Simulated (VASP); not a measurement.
## Pt: relaxation of cell and atoms with revPBE

The system is Pt.

```
CELL_PARAMETERS angstrom
0.00000 1.96090 1.96090
1.96090 0.00000 1.96090
1.96090 1.96090 0.00000
ATOMIC_POSITIONS crystal
Pt 0.00000 0.00000 0.00000
```

| Quantity | Value |
| --- | --- |
| Program | VASP 6.6.1 |
| Task | relaxation of cell and atoms |
| Functional | revPBE |
| Potentials or basis | VASP PAW PBE potentials, release 64 (Pt) |
| Cutoff | 600 eV |
| k mesh | 12 × 12 × 12 |
| Occupations | fermi-dirac, width 0.05 eV |
| Spin | no spin polarisation |
| Dipole correction | no |
| Further INCAR settings | ALGO = Normal; EDIFF = 1e-07; IBRION = 2; EDIFFG = -0.01; NSW = 60; ISIF = 3 |

```
Relaxed volume                         : 15.82 Å³/atom
Relaxed cell                           : a = 2.818 Å, b = 2.818 Å, c = 2.818 Å, α = 60.00°, β = 60.00°, γ = 60.00°
Space group after relaxing (to 0.05 Å) : Fm-3m (No. 225)
Energy gained by relaxing              : 28.0 meV/atom
Ionic steps                            : 4
Pressure after relaxing                : -0.1 GPa
Band gap on the k mesh                 : zero (band 5 reaches 10.88 eV, above the bottom of band 6 at 8.83 eV)
```

Step by step:
```tsv
step	energy change (eV)	largest force (eV/Å)	pressure (GPa)	volume (Å³)
1	0.0000	0.0000	12.85	15.08
2	0.1227	0.0000	-20.39	17.88
3	-0.0279	0.0000	-0.54	15.85
4	-0.0280	0.0000	-0.05	15.82
```

Final structure:
```
CELL_PARAMETERS angstrom
0.00000 1.99244 1.99244
1.99244 0.00000 1.99244
1.99244 1.99244 0.00000
ATOMIC_POSITIONS crystal
Pt 0.00000 0.00000 0.00000
```

Levels at points of the mesh, in eV from the Fermi level:
```
           k point  band 1  band 2  band 3  band 4  band 5  band 6  band 7  band 8  band 9
(0.00, 0.00, 0.00)   -9.68   -3.51   -3.51   -3.51   -1.52   -1.52   14.73   19.44   19.44
(0.50, 0.00, 0.00)   -6.84   -3.57   -3.57   -0.28    0.02    0.02    5.49   14.28   18.65
(0.50, 0.50, 0.00)   -6.57   -6.14   -0.02    0.43    0.43    1.88    8.39   11.25   11.25
```

Wall time 16 s on 1 thread of Intel(R) Xeon(R) 6975P-C (Granite Rapids) (shared host), peak memory 0.16 GiB.

Caveat: the PAW data sets were made with another functional, which shifts forces and pressure a little; spin-orbit coupling is left out, which moves the levels of the heavy elements. Zero-point motion and thermal expansion aren't in these numbers.
